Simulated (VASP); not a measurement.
**Ag: single point with PBE**

Crystal: Ag.

```
Ag
1.0
     2.71498    0.00000    0.00000
     0.00000    2.71498    0.00000
     0.00000    0.00000    2.71498
Ag
1
Direct
  0.00000 0.00000 0.00000
```

This cell differs from its parent crystal: volume scaled by 0.96.

```
Program             : VASP 6.6.1
Task                : single point
Functional          : PBE
Potentials or basis : VASP PAW PBE potentials, release 64 (Ag)
Cutoff              : 520 eV
k mesh              : 13 × 13 × 13
Occupations         : fermi-dirac, width 0.1 eV
Spin                : no spin polarisation
```

```
Pressure : 2.8 GPa
```

Levels at points of the mesh, in eV from the Fermi level:
| k point | band 4 | band 5 | band 6 | band 7 | band 8 | band 9 |
| --- | --- | --- | --- | --- | --- | --- |
| (0.00, 0.00, 0.00) | -2.80 | -2.80 | -2.80 | 14.19 | 14.19 | 14.19 |

Run time: 6 s on 1 thread of Intel Xeon 6975P-C (shared host), peak memory 0.13 GiB.
